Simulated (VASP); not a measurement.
Re:

```xyz
1
Lattice="-1.5303 1.5303 1.5303 1.5303 -1.5303 1.5303 1.5303 1.5303 -1.5303" Properties=species:S:1:pos:R:3 pbc="T T T"
Re    0.0000    0.0000    0.0000
```

This isn't the form of Re at room conditions, which is hcp.

* Program: VASP 6.6.1
* Task: relaxation of cell and atoms
* Functional: LDA
* Potentials or basis: VASP PAW LDA potentials, release 64 (Re)
* Cutoff: 600 eV
* k mesh: 19 × 19 × 19
* Occupations: fermi-dirac, width 0.1 eV
* Spin: no spin polarisation

At the start: pressure 5.6 GPa; volume 14.33 Å³/atom.

Q: How do energy, volume and symmetry change on relaxing?

A: Over 4 steps the energy falls by 3.4 meV/atom and the volume is 14.53 Å³/atom (+1.4 %); space group Im-3m (No. 229, to 0.1 Å) before and after.

Step by step:
| step | energy change (eV) | largest force (eV/Å) | pressure (GPa) | volume (Å³) |
| --- | --- | --- | --- | --- |
| 1 | 0.0000 | 0.0000 | 5.64 | 14.33 |
| 2 | 0.0557 | 0.0000 | -20.48 | 15.41 |
| 3 | -0.0034 | 0.0000 | -0.16 | 14.54 |
| 4 | -0.0034 | 0.0000 | 0.01 | 14.53 |

Final structure:
```
Re
1.0
    -1.53724    1.53724    1.53724
     1.53724   -1.53724    1.53724
     1.53724    1.53724   -1.53724
Re
1
Direct
  0.00000 0.00000 0.00000
```
